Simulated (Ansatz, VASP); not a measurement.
**One calculation of Al9H, two programs**

```
Al H
1.0
     5.70709    0.00000    0.00000
    -1.42677    9.70148    0.00000
     0.00000    0.00000   22.79037
Al H
18 2
Direct
  0.26622 0.06489 0.17551
  0.76622 0.06489 0.17551
  0.33548 0.34192 0.21920
  0.83548 0.34192 0.21920
  0.14933 0.59733 0.22794
  0.64933 0.59733 0.22794
  0.46318 0.85274 0.23668
  0.96318 0.85274 0.23668
  0.03198 0.12771 0.28083
  0.53198 0.12771 0.28083
  0.09979 0.40422 0.33011
  0.59979 0.40422 0.33011
  0.41440 0.65967 0.33698
  0.91440 0.65967 0.33698
  0.22631 0.91108 0.34493
  0.72631 0.91108 0.34493
  0.29624 0.18141 0.38571
  0.79624 0.18141 0.38571
  0.41060 0.91108 0.49979
  0.54202 0.91108 0.49979
```

Alike in both runs: task single point; functional PBE; k mesh 5 × 3 × 1; occupations gaussian, width 0.1 eV; no spin polarisation.

|  | VASP | Ansatz |
| --- | --- | --- |
| version | VASP 6.6.1 | Ansatz 0.2.0 |
| potentials or method | VASP PAW PBE potentials, release 64 (Al, H), cutoff 520 eV | scalar-relativistic, plane waves, PAW |
| valence electrons in the cell | 56 | 56 |

```csv
,VASP,Ansatz,Ansatz less VASP
gap on the k mesh at the Fermi level (eV),none,none,-
rms of the force components (eV/Å),0.046,0.046,+0.0005
"work function, face that differs most (eV)",4.15,4.15,-0.002
```

Atom by atom the forces differ by 0.005 eV/Å (rms over components). A gap of «none» marks a metal or a gap that the smearing closes. The functional is the same, so the differences come from potentials, cutoffs and numerics.
